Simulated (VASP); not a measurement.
# CaBe3 (I4/mmm) in VASP: relaxation of cell and atoms with PBE

Aim: the relaxation of cell and atoms of CaBe3 with PBE.

Everything below comes from runs of VASP 6.6.1. Logs are shortened: lines on timing, memory, paths and dates and some standing lists are left out, and cuts for length are marked.

## Step 1: The cell of the first run

It takes space group I4/mmm (No. 139, tetragonal). Conventional cell: a = 3.578 Å, b = 3.578 Å, c = 7.993 Å, α = 90.00°, β = 90.00°, γ = 90.00°. Ca (site symmetry 4/mmm) has 12 Be at 2.53 to 2.68 Å within 3.3 Å. Within 3.3 Å of Be (site symmetry 4/mmm) lie 4 Ca at 2.53 Å and 8 Be at 2.68 Å. Within 3.3 Å of Be (site symmetry -4m2) lie 8 Be at 2.53 to 2.68 Å and 4 Ca at 2.68 Å.

## Step 2: Relaxation of cell and atoms, PBE

The input, INCAR:

```
SYSTEM = CaBe3
PREC     = Accurate       ! precision mode
ENCUT    = 600            ! plane-wave cutoff, eV
EDIFF    = 1E-7           ! SCF threshold, eV
ISMEAR   = 0              ! smearing method
SIGMA    = 0.1            ! smearing width, eV
LREAL    = .False.        ! projectors in reciprocal space
LASPH    = .True.         ! aspherical terms in the spheres
NELM     = 60             ! most SCF steps
ALGO     = Normal         ! electronic algorithm
ISIF     = 3              ! what is computed and relaxed
LWAVE    = .False.        ! write WAVECAR
LCHARG   = .False.        ! write CHGCAR
GGA      = PE             ! functional
IBRION   = 2              ! ionic algorithm
NSW      = 90             ! ionic steps
EDIFFG   = -0.04          ! ionic threshold
```

The input, KPOINTS:

```
regular mesh
0
Gamma
  6 6 6
  0 0 0
```

The input, POSCAR:

```
CaBe3
1.0
   -1.7892235744      1.7892235744      3.9967072051
    1.7892235744     -1.7892235744      3.9967072051
    1.7892235744      1.7892235744     -3.9967072051
Ca Be
1 3
Direct
    0.0000000000      0.0000000000      0.0000000000
    0.5000000000      0.5000000000      0.0000000000
    0.2500000000      0.7500000000      0.5000000000
    0.7500000000      0.2500000000      0.5000000000
```

Potentials or basis: VASP PAW PBE potentials, release 64 (Ca_sv, Be).

The run is started by

```
> cat potpaw_PBE.64/Ca_sv/POTCAR potpaw_PBE.64/Be/POTCAR > POTCAR
> mpirun -np 1 vasp_std > vasp.out
```

OUTCAR:

```text
SYSTEM = CaBe3
   PREC = Accurate
   ENCUT = 600
   EDIFF = 1E-7
   ISMEAR = 0
   LREAL = .False.
   LASPH = .True.
   NELM = 60
   ISIF = 3
   GGA = PE
   IBRION = 2
   NSW = 90
   EDIFFG = -0.04

 ion  position               nearest neighbor table
   1  0.000  0.000  0.000-   2 2.53   2 2.53   2 2.53   2 2.53   4 2.68   3 2.68   4 2.68   3 2.68
                             4 2.68   4 2.68   3 2.68   3 2.68
   2  0.500  0.500  0.000-   1 2.53   1 2.53   1 2.53   1 2.53
   3  0.250  0.750  0.500-   1 2.68   1 2.68   1 2.68   1 2.68
   4  0.750  0.250  0.500-   1 2.68   1 2.68   1 2.68   1 2.68

  LATTYP: Found a body centered tetragonal cell.
 ALAT       =     3.5784471488
 C/A-ratio  =     2.2337662337

  Lattice vectors:

 A1 = (  -1.7892235744,   1.7892235744,   3.9967072051)
 A2 = (   1.7892235744,  -1.7892235744,   3.9967072051)
 A3 = (   1.7892235744,   1.7892235744,  -3.9967072051)

Analysis of symmetry for initial positions (statically):
=====================================================================
 Subroutine PRICEL returns:
 Original cell was already a primitive cell.

 Routine SETGRP: Setting up the symmetry group for a
 body centered tetragonal supercell.

 Subroutine GETGRP returns: Found 16 space group operations
 (whereof 16 operations were pure point group operations)
 out of a pool of 16 trial point group operations.

The static configuration has the point symmetry D_4h.

Analysis of symmetry for dynamics (positions and initial velocities):
=====================================================================
 Subroutine PRICEL returns:
 Original cell was already a primitive cell.

 Routine SETGRP: Setting up the symmetry group for a
 body centered tetragonal supercell.

 Subroutine GETGRP returns: Found 16 space group operations
 (whereof 16 operations were pure point group operations)
 out of a pool of 16 trial point group operations.

The dynamic configuration has the point symmetry D_4h.

 Subroutine INISYM returns: Found 16 space group operations
 (whereof 16 operations are pure point group operations),
 and found     1 'primitive' translations

----------------------------------------------------------------------------------------

                                     Primitive cell

  volume of cell :      51.1790

  direct lattice vectors                    reciprocal lattice vectors
    -1.789223574  1.789223574  3.996707205     0.000000000  0.279450823  0.125102985
     1.789223574 -1.789223574  3.996707205     0.279450823  0.000000000  0.125102985
     1.789223574  1.789223574 -3.996707205     0.279450823  0.279450823  0.000000000

  length of vectors
     4.730360502  4.730360502  4.730360502     0.306175634  0.306175634  0.395203144

  position of ions in fractional coordinates (direct lattice)
     0.000000000  0.000000000  0.000000000
     0.500000000  0.500000000  0.000000000
[... 122 lines left out ...]

 number of electron      16.0000001 magnetization

 Free energy of the ion-electron system (eV)
  ---------------------------------------------------
  ext. energy  EPLUGINS =         0.00000000
  ---------------------------------------------------
  free energy    TOTEN  =        -9.24979134 eV

  energy without entropy =       -9.24058949  energy(sigma->0) =       -9.24519041

------------------------ aborting loop because EDIFF is reached ----------------------------------------

  FORCE on cell =-STRESS in cart. coord.  units (eV):
  Direction    XX          YY          ZZ          XY          YZ          ZX
  --------------------------------------------------------------------------------------
  -------------------------------------------------------------------------------------
  Total        8.0386941      8.0386941     -1.4323527      0.0000000      0.0000000      0.0000000
  in kB      251.6544060    251.6544060    -44.8403505      0.0000000      0.0000000      0.0000000
  external PRESSURE =     152.8228205 kB  Pullay stress =       0.0000000 kB
[... 95 lines left out ...]
  FREE ENERGIE OF THE ION-ELECTRON SYSTEM (eV)
  ---------------------------------------------------
  free  energy   TOTEN  =       -10.2902434129 eV

  energy  without entropy=      -10.2825455587  energy(sigma->0) =      -10.28639449

 E-fermi :   4.6901     XC(G=0): -10.1791

 val. band max:        4.6613544078   @ k =  -0.3333   0.1667   0.0000
 cond. band min:       4.7308428490   @ k =   0.3333   0.0000  -0.0000
 fundamental gap:      0.0694884412
 Fermi energy:         4.6900702359

 k-point     1 :       0.0000    0.0000    0.0000
  band No.  band energies     occupation
      1     -34.4274      2.00000
      2     -15.6846      2.00000
      3     -15.5867      2.00000
      4     -15.5867      2.00000
      5      -2.8867      2.00000
      6       4.0301      2.00000
      7       4.7866      0.17204
      8       4.7866      0.17204
      9       6.4501      0.00000
     10       6.4501      0.00000
     11       7.8447      0.00000
     12       8.7950      0.00000
[... 333 lines left out ...]
      1     -34.4169      2.00000
      2     -15.7731      2.00000
      3     -15.6407      2.00000
      4     -15.6354      2.00000
      5      -1.2481      2.00000
      6       1.9322      2.00000
      7       3.1295      2.00000
      8       3.8112      2.00000
      9       5.0830      0.00000
     10       7.9802      0.00000
     11       8.8696      0.00000
     12       9.1568      0.00000

 [... further k-points ...]

[... ionic steps 4 to 8 ...]

--------------------------------------- Ionic step        9  -------------------------------------------

 number of electron      16.0000001 magnetization

------------------------ aborting loop because EDIFF is reached ----------------------------------------
[... 71 lines left out ...]
--------------------------------------- Ionic step       11  -------------------------------------------

 number of electron      16.0000000 magnetization

 Free energy of the ion-electron system (eV)
  ---------------------------------------------------
  ext. energy  EPLUGINS =         0.00000000
  ---------------------------------------------------
  free energy    TOTEN  =       -11.08746239 eV

  energy without entropy =      -11.07734386  energy(sigma->0) =      -11.08240313

 E-fermi :   3.6992     XC(G=0):  -9.7760

 val. band max:        3.6978909876   @ k =  -0.3333   0.5000   0.3333
 cond. band min:       3.7380754094   @ k =   0.5000   0.3333  -0.0000
 fundamental gap:      0.0401844218
 Fermi energy:         3.6991896805

 k-point     1 :       0.0000    0.0000    0.0000
  band No.  band energies     occupation
      1     -35.3741      2.00000
      2     -16.5180      2.00000
      3     -16.5180      2.00000
      4     -16.5170      2.00000
      5      -3.2802      2.00000
      6       3.6503      1.51066
      7       3.6627      1.39390
      8       3.6627      1.39390
      9       6.4213      0.00000
     10       6.4213      0.00000
     11       6.4748      0.00000
     12       7.7310      0.00000
[... 376 lines left out ...]
  FREE ENERGIE OF THE ION-ELECTRON SYSTEM (eV)
  ---------------------------------------------------
  free  energy   TOTEN  =       -11.0874623937 eV

  energy  without entropy=      -11.0773438638  energy(sigma->0) =      -11.08240313

 reached required accuracy - stopping structural energy minimisation
```

CONTCAR:

```text
CaBe3
   1.00000000000000
    -2.1433105316088854    2.1433105316088854    3.0115549627232503
     2.1433105316088854   -2.1433105316088854    3.0115549627232503
     2.1433105316088854    2.1433105316088854   -3.0115549627232503
  Ca              Be
     1     3
Direct
     0.0000000000000000    0.0000000000000000    0.0000000000000000
     0.5000000000000000    0.5000000000000000    0.0000000000000000
     0.2500000000000000    0.7500000000000000    0.5000000000000000
     0.7500000000000000    0.2500000000000000    0.5000000000000000

  0.00000000E+00  0.00000000E+00  0.00000000E+00
  0.00000000E+00  0.00000000E+00  0.00000000E+00
  0.00000000E+00  0.00000000E+00  0.00000000E+00
  0.00000000E+00  0.00000000E+00  0.00000000E+00
```

It took 4.3 min on 1 thread of Intel Xeon Platinum 8488C (Sapphire Rapids), shared host; peak memory 0.25 GiB.

Results:

| Quantity | Value |
| --- | --- |
| Free energy | -11.0875 eV |
| Relaxed volume | 13.83 Å³/atom |
| Relaxed cell | a = 4.273 Å, b = 4.273 Å, c = 4.273 Å, α = 119.79°, β = 119.79°, γ = 90.37° |
| Space group after relaxing (to 0.05 Å) | I4/mmm (No. 139) |
| Energy gained by relaxing | 459.4 meV/atom |
| Ionic steps | 11 |
| Pressure after relaxing | 0.1 GPa |
| Band gap on the k mesh | zero (band 8 reaches 4.38 eV, above the bottom of band 9 at 2.89 eV) |

Step by step:
| step | energy change (eV) | largest force (eV/Å) | pressure (GPa) | volume (Å³) |
| --- | --- | --- | --- | --- |
| 1 | 0.0000 | 0.0000 | 15.28 | 51.18 |
| 2 | -0.9370 | 0.0000 | -0.75 | 60.52 |
| 3 | -1.0405 | 0.0000 | -4.60 | 64.43 |
| 4 | -1.0477 | 0.0000 | -5.49 | 65.59 |
| 5 | -1.4558 | 0.0000 | -5.19 | 62.75 |
| 6 | -1.7843 | 0.0000 | -3.23 | 58.85 |
| 7 | -0.8420 | 0.0000 | 12.86 | 49.27 |
| 8 | -1.8179 | 0.0000 | -2.42 | 57.78 |
| 9 | -1.8291 | 0.0000 | -1.63 | 56.94 |
| 10 | -1.8299 | 0.0000 | -1.42 | 56.74 |
| 11 | -1.8377 | 0.0000 | 0.06 | 55.34 |

Final structure:
```yaml
crystal:
  lattice:
    - [-2.14331, 2.14331, 3.01155]
    - [2.14331, -2.14331, 3.01155]
    - [2.14331, 2.14331, -3.01155]
  atoms:
    - { symbol: Ca, position: [0.00000, 0.00000, 0.00000] }
    - { symbol: Be, position: [0.50000, 0.50000, 0.00000] }
    - { symbol: Be, position: [0.25000, 0.75000, 0.50000] }
    - { symbol: Be, position: [0.75000, 0.25000, 0.50000] }
```

Caveat: the k points lie up to 0.35 Å⁻¹ apart in the final cell.
